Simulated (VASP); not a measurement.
BeS: elastic constants with r2SCAN

Crystal: BeS.

```
Be S
1.0
     0.00000    2.40354    2.40354
     2.40354    0.00000    2.40354
     2.40354    2.40354    0.00000
Be S
1 1
Direct
  0.00000 0.00000 0.00000
  0.75000 0.75000 0.75000
```

```json
{
  "Program": "VASP 6.6.1",
  "Task": "elastic constants",
  "Functional": "r2SCAN",
  "Potentials or basis": "VASP PAW PBE potentials, release 64 (Be, S)",
  "Cutoff": "600 eV",
  "k mesh": "8 × 8 × 8",
  "Occupations": "gaussian, width 0.01 eV",
  "Spin": "no spin polarisation",
  "Dipole correction": "no",
  "Ions in elastic constants": "relaxed",
  "Further INCAR settings": "ALGO = Normal; EDIFF = 1e-08; NBANDS = 11; IBRION = 6; POTIM = 0.015; NSW = 1; ISIF = 3"
}
```

```json
{
  "Elastic constants C11, C12, C44": "176, 74, 93 GPa",
  "Voigt bulk modulus": "108 GPa",
  "Highest phonon frequency at Γ, LO-TO splitting left out": "589 cm⁻¹"
}
```

Phonon frequencies in cm⁻¹ (negative: imaginary):
```
              q point        frequencies
(0.000, 0.000, 0.000)  0 0 0 589 589 589
```

Elastic tensor in Voigt notation (GPa, in the Cartesian axes of the cell as first typed):
```
176  74  74   0   0   0
 74 176  74   0   0   0
 74  74 176   0   0   0
  0   0   0  93   0   0
  0   0   0   0  93   0
  0   0   0   0   0  93
```

Clamped-ion elastic tensor (GPa):
```
176  74  74   0   0   0
 74 176  74   0   0   0
 74  74 176   0   0   0
  0   0   0 109   0   0
  0   0   0   0 109   0
  0   0   0   0   0 109
```

Wall time 18 min on 1 thread of Intel(R) Xeon(R) 6975P-C (Granite Rapids), with other jobs on the host, peak memory 0.24 GiB.

Caveat: the cell is under stress, which shifts elastic constants; the PAW data sets were made with another functional, which shifts forces and pressure a little.
